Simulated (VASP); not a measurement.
# As (I4_1/amd) in VASP: notebook

The runs below take As through single point, relaxation of shape and atoms at fixed volume, with PBE.

All numbers are computed with VASP 6.6.1; they aren't measurements. Logs are shortened: lines on timing, memory, paths and dates and some standing lists are left out, and cuts for length are marked.

### Step 1. The cell of the first run

The structure is tetragonal, space group I4_1/amd (No. 141). Conventional cell: a = 5.344 Å, b = 5.344 Å, c = 2.843 Å, α = 90.00°, β = 90.00°, γ = 90.00°. As (site symmetry -4m2) has 10 As at 2.76 to 3.42 Å within 3.6 Å.

### Step 2. Single point, PBE (20.30 Å³/atom)

INCAR

```
SYSTEM = As
  ALGO = Normal
  EDIFF = 1E-6
  ENCUT = 520
  GGA = PE
  ISIF = 2
  ISMEAR = -1
  LASPH = .True.
  LCHARG = .False.
  LREAL = .False.
  LWAVE = .False.
  NBANDS = 12
  NELM = 60
  PREC = Accurate
  SIGMA = 0.1
```

KPOINTS

```
k-points
0
Gamma
  17 17 17
  0 0 0
```

POSCAR

```
As
1.0
   -2.6720496982      2.6720496982      1.4212565878
    2.6720496982     -2.6720496982      1.4212565878
    2.6720496982      2.6720496982     -1.4212565878
As
2
Direct
   -0.3750000000     -0.1250000000     -0.2500000000
    0.3750000000      0.1250000000      0.2500000000
```

Potentials or basis: VASP PAW PBE potentials, release 64 (As).

Run with:

```
> cat potpaw_PBE.64/As/POTCAR > POTCAR
> mpirun -np 1 vasp_std > vasp.out
```

OUTCAR:

```text
SYSTEM = As
   EDIFF = 1E-6
   ENCUT = 520
   GGA = PE
   ISIF = 2
   ISMEAR = -1
   LASPH = .True.
   LREAL = .False.
   NELM = 60
   PREC = Accurate

 ion  position               nearest neighbor table
   1  0.625  0.875  0.750-   2 2.76   2 2.76   2 2.76   2 2.76
   2  0.375  0.125  0.250-   1 2.76   1 2.76   1 2.76   1 2.76

  LATTYP: Found a body centered tetragonal cell.
 ALAT       =     5.3440993964
 C/A-ratio  =     0.5318975125

  Lattice vectors:

 A1 = (  -2.6720496982,   2.6720496982,   1.4212565878)
 A2 = (   2.6720496982,  -2.6720496982,   1.4212565878)
 A3 = (   2.6720496982,   2.6720496982,  -1.4212565878)

Analysis of symmetry for initial positions (statically):
=====================================================================
 Subroutine PRICEL returns:
 Original cell was already a primitive cell.

 Routine SETGRP: Setting up the symmetry group for a
 body centered tetragonal supercell.

 Subroutine GETGRP returns: Found 16 space group operations
 (whereof  4 operations were pure point group operations)
 out of a pool of 16 trial point group operations.

The static configuration has the point symmetry C_2h.
 The point group associated with its full space group is D_4h.

Analysis of symmetry for dynamics (positions and initial velocities):
=====================================================================
 Subroutine PRICEL returns:
 Original cell was already a primitive cell.

 Routine SETGRP: Setting up the symmetry group for a
 body centered tetragonal supercell.

 Subroutine GETGRP returns: Found 16 space group operations
 (whereof  4 operations were pure point group operations)
 out of a pool of 16 trial point group operations.

The dynamic configuration has the point symmetry C_2h.
 The point group associated with its full space group is D_4h.

 Subroutine INISYM returns: Found 16 space group operations
 (whereof  4 operations are pure point group operations),
 and found     1 'primitive' translations

----------------------------------------------------------------------------------------

                                     Primitive cell

  volume of cell :      40.5902

  direct lattice vectors                    reciprocal lattice vectors
    -2.672049698  2.672049698  1.421256588     0.000000000  0.187122268  0.351801360
     2.672049698 -2.672049698  1.421256588     0.187122268  0.000000000  0.351801360
     2.672049698  2.672049698 -1.421256588     0.187122268  0.187122268  0.000000000

  length of vectors
     4.037284913  4.037284913  4.037284913     0.398470752  0.398470752  0.264630849

  position of ions in fractional coordinates (direct lattice)
     0.625000000  0.875000000  0.750000000
     0.375000000  0.125000000  0.250000000

  ion indices of the primitive-cell ions
   primitive index   ion index
                 1           1
                 2           2

----------------------------------------------------------------------------------------

 KPOINTS: k-points

Automatic generation of k-mesh.
 Grid dimensions read from file:
 generate k-points for:   17   17   17

 Generating k-lattice:

  Cartesian coordinates                     Fractional coordinates (reciprocal lattice)
     0.000000000  0.011007192  0.020694198     0.058823529 -0.000000000  0.000000000
     0.011007192  0.000000000  0.020694198    -0.000000000  0.058823529  0.000000000
     0.011007192  0.011007192  0.000000000     0.000000000  0.000000000  0.058823529

  Length of vectors
     0.023439456  0.023439456  0.015566521

  Shift w.r.t. Gamma in fractional coordinates (k-lattice)
     0.000000000  0.000000000  0.000000000

 Subroutine IBZKPT returns following result:
 ===========================================

 Found    405 irreducible k-points:

 Following reciprocal coordinates:
            Coordinates               Weight
  0.000000  0.000000  0.000000      1.000000
  0.058824 -0.000000  0.000000      8.000000
  0.117647 -0.000000  0.000000      8.000000
  0.176471  0.000000  0.000000      8.000000
  0.235294 -0.000000  0.000000      8.000000
  0.294118  0.000000  0.000000      8.000000
[... 16 lines left out ...]
 -0.176471  0.058824  0.000000     16.000000
 -0.117647  0.058824  0.000000     16.000000
 [... further k-points ...]
   k-points           NKPTS =    405   k-points in BZ     NKDIM =    405   number of bands    NBANDS=     12
   number of dos      NEDOS =    301   number of ions     NIONS =      2
   total plane-waves  NPLWV =  27000
   dimension x,y,z NGX =    30 NGY =   30 NGZ =   30
   dimension x,y,z NGXF=    60 NGYF=   60 NGZF=   60
   ions per type =               2
   NGX,Y,Z   is equivalent  to a cutoff of  12.35, 12.35, 12.35 a.u.
   NGXF,Y,Z  is equivalent  to a cutoff of  24.71, 24.71, 24.71 a.u.
 SYSTEM =  As
   PREC   = accura    normal or accurate (medium, high low for compatibility)
   ISTART =      0    job   : 0-new  1-cont  2-samecut
   ICHARG =      2    charge: 1-file 2-atom 10-const
   ISPIN  =      1    spin polarized calculation?
   LNONCOLLINEAR =      F non collinear calculations
   LSORBIT =      F    spin-orbit coupling
   LASPH  =      T    aspherical Exc in radial PAW
   ENCUT  =  520.0 eV  38.22 Ry    6.18 a.u.   7.51  7.51  7.51*2*pi/ulx,y,z
   NELM   =     60;   NELMIN=  2; NELMDL= -5     # of ELM steps
   EDIFF  = 0.1E-05   stopping-criterion for ELM
   LREAL  =      F    real-space projection
   EDIFFG = 0.1E-04   stopping-criterion for IOM
   NSW    =      0    number of steps for IOM
   IBRION =     -1    ionic relax: 0-MD 1-quasi-New 2-CG
   NFREE  =      0    steps in history (QN), initial steepest desc. (CG)
   ISIF   =      2    stress and relaxation
   ISYM   =      2    0-nonsym 1-usesym 2-fastsym
   POTIM  = 0.5000    time-step for ionic-motion
   TEBEG  =    0.0;   TEEND  =   0.0 temperature during run
   PSTRESS=    0.0 pullay stress
   NELECT =      10.0000    total number of electrons
   NUPDOWN=      -1.0000    fix difference up-down
   EMIN   =  10.00;   EMAX   =-10.00  energy-range for DOS
   EFERMI =   0.00;   METHOD = LEGACY
   ISMEAR =    -1;   SIGMA  =   0.10  broadening in eV -4-tet -1-fermi 0-gaus
   EFERMI_NEDOS =   21; number of points for ismear=-14 and -15
   IALGO  =     38    algorithm
   IMIX   =      4    mixing-type and parameters
     AMIX     =   0.40;   BMIX     =  1.00
     AMIX_MAG =   1.60;   BMIX_MAG =  1.00
  volume/ion in A,a.u.               =      20.30       136.96
  Fermi-wavevector in a.u.,A,eV,Ry     =   1.026284  1.939396 14.330463  1.053259
  Thomas-Fermi vector in A             =   2.160169
   LORBIT       =      0    0 simple, 1 ext, 2 COOP (PROOUT), +10 PAW based schemes
   GGA     = PE    functional components
[... 5 lines left out ...]
 non-spin polarized calculation
  energy-cutoff  :      520.00
  volume of cell :       40.59
 maximum number of plane-waves:      1120
 NGX is ok and might be reduce to    30
   NGX = 15   NGY = 15   NGZ = 15

 number of electron      10.0000002 magnetization

 Free energy of the ion-electron system (eV)
  ---------------------------------------------------
  ext. energy  EPLUGINS =         0.00000000
  ---------------------------------------------------
  free energy    TOTEN  =        -8.89796003 eV

  energy without entropy =       -8.86671170  energy(sigma->0) =       -8.88233587

 E-fermi :   5.7876     XC(G=0): -10.3874

 val. band max:        5.7761953664   @ k =  -0.4118   0.2353   0.0588
 cond. band min:       5.7913814691   @ k =  -0.2353  -0.4706   0.1176
 fundamental gap:      0.0151861027
 Fermi energy:         5.7875704804

 k-point     1 :       0.0000    0.0000    0.0000
  band No.  band energies     occupation
      1      -8.9583      2.00000
      2      -2.3902      2.00000
      3       1.8676      2.00000
      4       1.8676      2.00000
      5       8.5170      0.00000
      6       9.9579      0.00000
      7       9.9579      0.00000
      8      10.6757      0.00000
      9      10.8124      0.00000
     10      15.0750      0.00000
     11      16.0318      0.00000
     12      16.9509      0.00000

 k-point     2 :       0.0588   -0.0000    0.0000
  band No.  band energies     occupation
      1      -8.8831      2.00000
      2      -2.4075      2.00000
      3       1.8778      2.00000
      4       2.0201      2.00000
      5       8.6526      0.00000
      6       9.6277      0.00000
      7       9.9661      0.00000
      8      10.2165      0.00000
      9      10.2421      0.00000
     10      15.1731      0.00000
     11      16.2083      0.00000
     12      17.5365      0.00000

 k-point     3 :       0.1176   -0.0000    0.0000
  band No.  band energies     occupation
      1      -8.6584      2.00000
      2      -2.4424      2.00000
      3       1.9136      2.00000
      4       2.4532      2.00000
      5       8.4858      0.00000
      6       8.9307      0.00000
      7       9.0428      0.00000
      8       9.5596      0.00000
      9       9.9707      0.00000
     10      15.2242      0.00000
     11      16.0901      0.00000
     12      16.2264      0.00000
[... 286 lines left out ...]
 k-point    23 :      -0.1765    0.0588    0.0000
  band No.  band energies     occupation
      1      -8.5613      2.00000
      2      -2.7701      2.00000
      3       1.8328      2.00000
      4       2.8439      2.00000
      5       8.0038      0.00000
      6       8.8884      0.00000
      7       9.2599      0.00000
      8       9.4447      0.00000
      9       9.9565      0.00000
     10      15.3750      0.00000
     11      15.9932      0.00000
     12      16.7690      0.00000

 k-point    24 :      -0.1176    0.0588    0.0000
  band No.  band energies     occupation
      1      -8.8181      2.00000
      2      -2.6592      2.00000
      3       1.8563      2.00000
      4       2.2703      2.00000
      5       8.9399      0.00000
      6       9.0426      0.00000
      7       9.7486      0.00000
      8      10.1901      0.00000
      9      10.3775      0.00000
     10      15.4650      0.00000
     11      16.3581      0.00000
     12      17.3587      0.00000

 [... further k-points ...]
[... 5 lines left out ...]
  --------------------------------------------------------------------------------------
  -------------------------------------------------------------------------------------
  Total        0.0352459      0.0352459      0.0242735      0.0000000      0.0000000      0.0000000
  in kB        1.3912270      1.3912270      0.9581243      0.0000000      0.0000000      0.0000000
  external PRESSURE =       1.2468594 kB  Pullay stress =       0.0000000 kB

 VOLUME and BASIS-vectors are now :
 -----------------------------------------------------------------------------
  energy-cutoff  :      520.00
  volume of cell :       40.59
      direct lattice vectors                 reciprocal lattice vectors
    -2.672049698  2.672049698  1.421256588     0.000000000  0.187122268  0.351801360
     2.672049698 -2.672049698  1.421256588     0.187122268  0.000000000  0.351801360
     2.672049698  2.672049698 -1.421256588     0.187122268  0.187122268  0.000000000

 POSITION                                       TOTAL-FORCE (eV/Angst)
 -----------------------------------------------------------------------------------
      2.67205      1.33602      1.06594         0.000000     -0.000000     -0.000000
      0.00000      1.33602      0.35531        -0.000000      0.000000      0.000000
 -----------------------------------------------------------------------------------
    total drift:                                0.000000     -0.000000      0.000000

  FREE ENERGIE OF THE ION-ELECTRON SYSTEM (eV)
  ---------------------------------------------------
  free  energy   TOTEN  =        -8.8979600327 eV

  energy  without entropy=       -8.8667117000  energy(sigma->0) =       -8.88233587
```

Wall time 2.5 min (1 thread of Intel Xeon Platinum 8259CL at 2.50GHz (Skylake/Cascade Lake), shared host); peak memory 0.3 GiB.

Results:

```
Free energy            : -8.8980 eV
Pressure               : 0.1 GPa
Band gap on the k mesh : zero (bands 5 and 6 overlap by 6.38 eV)
```

Levels at points of the mesh, in eV from the Fermi level:
```csv
k point,band 1,band 2,band 3,band 4,band 5,band 6,band 7,band 8,band 9,band 10
"(0.00, 0.00, 0.00)",-14.75,-8.18,-3.92,-3.92,2.73,4.17,4.17,4.89,5.02,9.29
```

### Step 3. Relaxation of shape and atoms at fixed volume, PBE

This run uses another cell than the first one, of 14.21 Å³/atom.

INCAR

```
PREC = Accurate ; ENCUT = 600
EDIFF = 1E-6 ; ISMEAR = -1
SIGMA = 0.1 ; LREAL = F
LASPH = T ; NELM = 60
ALGO = Normal ; ISIF = 4
LWAVE = F ; LCHARG = F
GGA = PE ; IBRION = 2
NSW = 50 ; EDIFFG = -0.005
```

KPOINTS

```
Automatic mesh
0
Gamma
  17 17 17
```

POSCAR

```
As
1.0
   -2.3725236230      2.3725236230      1.2619394110
    2.3725236230     -2.3725236230      1.2619394110
    2.3725236230      2.3725236230     -1.2619394110
As
2
Direct
   -0.3750000000     -0.1250000000     -0.2500000000
    0.3750000000      0.1250000000      0.2500000000
```

Potentials or basis: VASP PAW PBE potentials, release 64 (As).

Run with:

```
> cat potpaw_PBE.64/As/POTCAR > POTCAR
> mpirun -np 1 vasp_std > vasp.out
```

OUTCAR:

```text
PREC = Accurate
   ENCUT = 600
   EDIFF = 1E-6
   ISMEAR = -1
   LREAL = F
   LASPH = T
   NELM = 60
   ISIF = 4
   GGA = PE
   IBRION = 2
   NSW = 50
   EDIFFG = -0.005

 ion  position               nearest neighbor table
   1  0.625  0.875  0.750-   2 2.45   2 2.45   2 2.45   2 2.45
   2  0.375  0.125  0.250-   1 2.45   1 2.45   1 2.45   1 2.45

  LATTYP: Found a body centered tetragonal cell.
 ALAT       =     4.7450472460
 C/A-ratio  =     0.5318975115

  Lattice vectors:

 A1 = (  -2.3725236230,   2.3725236230,   1.2619394110)
 A2 = (   2.3725236230,  -2.3725236230,   1.2619394110)
 A3 = (   2.3725236230,   2.3725236230,  -1.2619394110)

Analysis of symmetry for initial positions (statically):
=====================================================================
 Subroutine PRICEL returns:
 Original cell was already a primitive cell.

 Routine SETGRP: Setting up the symmetry group for a
 body centered tetragonal supercell.

 Subroutine GETGRP returns: Found 16 space group operations
 (whereof  4 operations were pure point group operations)
[... 174 lines left out ...]
  -------------------------------------------------------------------------------------
  Total       11.0782573     11.0782573     10.3431590      0.0000000      0.0000000     -0.0000000
  in kB      624.6869639    624.6869639    583.2358295      0.0000000      0.0000000     -0.0000000
  external PRESSURE =     610.8699191 kB  Pullay stress =       0.0000000 kB
[... 59 lines left out ...]
--------------------------------------- Ionic step        3  -------------------------------------------

 number of electron      10.0000000 magnetization

 Free energy of the ion-electron system (eV)
  ---------------------------------------------------
  ext. energy  EPLUGINS =         0.00000000
  ---------------------------------------------------
  free energy    TOTEN  =        -7.20222837 eV

  energy without entropy =       -7.18108921  energy(sigma->0) =       -7.19165879

 E-fermi :  10.6498     XC(G=0): -12.0083

 val. band max:       10.6445736998   @ k =   0.3529   0.3529   0.1176
 cond. band min:      10.6555977739   @ k =   0.4118   0.4118   0.0000
 fundamental gap:      0.0110240741
 Fermi energy:        10.6497825212

 k-point     1 :       0.0000    0.0000    0.0000
  band No.  band energies     occupation
      1      -8.0871      2.00000
      2       2.7011      2.00000
      3       4.6109      2.00000
      4       4.6109      2.00000
      5      11.3926      0.00119
      6      16.3273      0.00000
      7      16.3273      0.00000
      8      17.9016      0.00000
      9      18.3839      0.00000
[... 265 lines left out ...]
 k-point    24 :      -0.1176    0.0588    0.0000
  band No.  band energies     occupation
      1      -7.8936      2.00000
      2       1.8026      2.00000
      3       4.6106      2.00000
      4       5.6225      2.00000
      5      12.0203      0.00000
      6      14.8813      0.00000
      7      16.0373      0.00000
      8      17.1494      0.00000
      9      17.4585      0.00000

 [... further k-points ...]
[... 5 lines left out ...]
  --------------------------------------------------------------------------------------
  -------------------------------------------------------------------------------------
  Total       10.8249444     10.8249444     10.8271106      0.0000000      0.0000000      0.0000000
  in kB      610.4030134    610.4030134    610.5251645      0.0000000      0.0000000      0.0000000
  external PRESSURE =     610.4437304 kB  Pullay stress =       0.0000000 kB
[... 17 lines left out ...]
  FREE ENERGIE OF THE ION-ELECTRON SYSTEM (eV)
  ---------------------------------------------------
  free  energy   TOTEN  =        -7.2022283724 eV

  energy  without entropy=       -7.1810892083  energy(sigma->0) =       -7.19165879

 reached required accuracy - stopping structural energy minimisation
```

OSZICAR:

```text
N       E                     dE             d eps       ncg     rms          rms(c)
DAV:   1     0.313638312006E+02    0.31364E+02   -0.50283E+03  7298   0.109E+03
DAV:   2    -0.615232969351E+01   -0.37516E+02   -0.36396E+02 10930   0.132E+02
DAV:   3    -0.723435851758E+01   -0.10820E+01   -0.10585E+01  8830   0.252E+01
DAV:   4    -0.724000826559E+01   -0.56497E-02   -0.56416E-02  8951   0.149E+00
[... 15 lines left out ...]
DAV:   1    -0.720271620928E+01   -0.14389E-02   -0.45685E-02  8242   0.135E+00    0.119E-01
DAV:   2    -0.720241548668E+01    0.30072E-03   -0.13137E-03  7761   0.291E-01    0.664E-02
DAV:   3    -0.720222718761E+01    0.18830E-03   -0.46658E-04  7960   0.143E-01    0.556E-03
DAV:   4    -0.720222836735E+01   -0.11797E-05   -0.18491E-05  7684   0.347E-02    0.431E-03
DAV:   5    -0.720222837243E+01   -0.50765E-08   -0.28342E-07  3831   0.449E-03
   3 F= -.72022284E+01 E0= -.71916588E+01  d E =-.289644E-02
```

Wall time 2 min (1 thread of Intel Xeon Platinum 8559C (Emerald Rapids), shared host); peak memory 0.26 GiB.

Results:

* Free energy: -7.2022 eV
* Energy gained by relaxing: 1.4 meV/atom
* Ionic steps: 3
* Pressure after relaxing: 61.0 GPa
* Band gap on the k mesh: zero (bands 5 and 6 overlap by 8.62 eV)

The path:
| step | energy change (eV) | largest force (eV/Å) | pressure (GPa) | volume (Å³) |
| --- | --- | --- | --- | --- |
| 1 | 0.0000 | 0.0000 | 61.09 | 28.41 |
| 2 | -0.0019 | 0.0000 | 61.05 | 28.41 |
| 3 | -0.0029 | 0.0000 | 61.04 | 28.41 |

Final structure:
```
As
1.0
    -2.38161    2.38161    1.25232
     2.38161   -2.38161    1.25232
     2.38161    2.38161   -1.25232
As
2
Direct
  0.62500 0.87500 0.75000
  0.37500 0.12500 0.25000
```

[end of part 1 of 2]
